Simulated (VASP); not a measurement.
Set up this calculation in VASP 6.6.1, as the native input.

```yaml
Task: single point
Functional: PBEsol
Potentials_or_basis: VASP PAW PBE potentials, release 64 (Ba_sv)
Cutoff: 520 eV
k_mesh: 6 × 6 × 4
Occupations: gaussian, width 0.1 eV
Spin: no spin polarisation
Dipole_correction: no
Further_INCAR_settings: ALGO = Normal; EDIFF = 1e-06; NBANDS = 17
```

The structure of Ba lies in POSCAR:

```
Ba
1.0
    4.3240562408      0.0000000000      0.0000000000
   -2.1620281204      3.7447425519      0.0000000000
    0.0000000000      0.0000000000      7.1297059913
Ba
2
Direct
    0.3333333333      0.6666666667      0.2500000000
    0.6666666667      0.3333333333      0.7500000000
```

The input as run:

INCAR

```
PREC = Accurate
ENCUT = 520
EDIFF = 1E-6
ISMEAR = 0
SIGMA = 0.1
LREAL = False
LASPH = True
NELM = 80
ALGO = Normal
ISIF = 2
LWAVE = False
LCHARG = False
GGA = PS
NBANDS = 17
```

KPOINTS

```
regular mesh
0
Gamma
  6 6 4
```

Potentials or basis: VASP PAW PBE potentials, release 64 (Ba_sv).

The run is started by

```sh
$ cat potpaw_PBE.64/Ba_sv/POTCAR > POTCAR
$ mpirun -np 1 vasp_std > vasp.out
```

Results of the run:

The pressure is 0.2 GPa and the band gap on the k mesh is zero (band 10 reaches 2.05 eV, above the bottom of band 11 at 1.59 eV).

Caveat: the PAW data sets were made with another functional, which shifts forces and pressure a little; spin-orbit coupling is left out, which moves the levels of the heavy elements.

Run time: 16 s on 1 thread of AMD EPYC 9R45 96-Core Processor (Zen 5) (shared host), peak memory 0.19 GiB.
